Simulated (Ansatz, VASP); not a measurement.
# One calculation of NbCl2, two programs

```xyz
3
Lattice="-2.0621 2.0621 3.9165 2.0621 -2.0621 3.9165 2.0621 2.0621 -3.9165" Properties=species:S:1:pos:R:3 pbc="T T T"
Nb    0.0000    0.0000    0.0000
Cl    0.0000    0.0000    5.3480
Cl    0.0000    0.0000    2.4850
```

Alike in both runs: functional PBE; k mesh 6 × 6 × 6; occupations gaussian, width 0.1 eV; collinear spin.

Ansatz relaxed the structure, and its values are those at the end. VASP's run is a single point on that final structure, the one shown.

|  | VASP | Ansatz |
| --- | --- | --- |
| version | VASP 6.6.1 | Ansatz 0.2.0 |
| potentials or method | VASP PAW PBE potentials, release 64 (Nb_sv, Cl), cutoff 520 eV | scalar-relativistic, plane waves, PAW |
| valence electrons in the cell | 27 | 27 |

VASP gave:

- gap on the k mesh at the Fermi level (eV): none
- pressure (GPa): 0.1
- rms of the force components (eV/Å): 0.008
- net moment per atom (μB): 1.00
- size of the moment on the site where the two differ most (μB): 2.19

Problem. Estimate Ansatz's values.

Solution. gap on the k mesh at the Fermi level (eV): none; pressure (GPa): 0.2; rms of the force components (eV/Å): 0.014; net moment per atom (μB): 1.00; size of the moment on the site where the two differ most (μB): 1.81.

Site moments also hang on the region over which each program counts them. A gap of «none» marks a metal or a gap that the smearing closes. The functional is the same, so the differences come from potentials, cutoffs and numerics.
